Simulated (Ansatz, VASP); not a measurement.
# One calculation of Sn, two programs

```
Sn
1.0
    -2.94014    2.94014    1.59930
     2.94014   -2.94014    1.59930
     2.94014    2.94014   -1.59930
Sn
2
Direct
  0.00000 0.00000 0.00000
  0.75000 0.25000 0.50000
```

Alike in both runs: task relaxation of cell and atoms; functional revPBE; dispersion D3(BJ); k mesh 9 × 9 × 9; occupations fermi-dirac, width 0.05 eV; no spin polarisation.

```csv
,VASP,Ansatz
version,VASP 6.6.1,Ansatz 0.2.0
potentials or method,"VASP PAW PBE potentials, release 64 (Sn_d), cutoff 600 eV","all-electron LAPW, scalar-relativistic"
```

|  | VASP | Ansatz | Ansatz less VASP |
| --- | --- | --- | --- |
| relaxed volume (Å³/atom) | 26.79 | 26.80 | +0.012 |
| relaxed cell length with the largest relative difference (Å) | 4.415 | 4.415 | +0.0001 |

VASP's potentials were made for PBE, not for revPBE. Ansatz ran all-electron here, and VASP with PAW potentials.
